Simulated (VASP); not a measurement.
A run of VASP 6.6.1 is set up as follows.

Contents of INCAR:

```
SYSTEM = Al
PREC = Accurate ; ENCUT = 520
EDIFF = 1E-6 ; ISMEAR = 0
SIGMA = 0.15 ; LREAL = .FALSE.
LASPH = .TRUE. ; NELM = 60
ALGO = Fast ; ISIF = 2
LWAVE = .FALSE. ; LCHARG = .FALSE.
GGA = PS ; IVDW = 12
NBANDS = 10
```

The input KPOINTS:

```
Automatic mesh
0
G
  18 18 10
  0 0 0
```

The input POSCAR:

```
Al
1.0
    2.9530781191      0.0000000000      0.0000000000
   -1.4765390595      2.5574406705      0.0000000000
    0.0000000000      0.0000000000      4.8668500000
Al
2
Direct
    0.6666666667      0.3333333333      0.7500000000
    0.3333333333      0.6666666667      0.2500000000
```

Potentials or basis: VASP PAW PBE potentials, release 64 (Al).

Command:

```sh
$ cat potpaw_PBE.64/Al/POTCAR > POTCAR
$ mpirun -np 1 vasp_std > vasp.out
```

Estimate the dispersion energy per atom.

-0.284 eV.

Estimate the band gap on the k mesh.

zero (bands 3 and 4 overlap by 6.94 eV).

Stress tensor (GPa, compression positive):
```
-9.64  0.00  0.00
 0.00 -9.64  0.00
 0.00  0.00 -9.76
```

Caveat: the cell differs from its parent crystal (strain +0.050 along x and y, +0.000 along z); the cell stands under tension; the PAW data sets were made with another functional, which shifts forces and pressure a little.
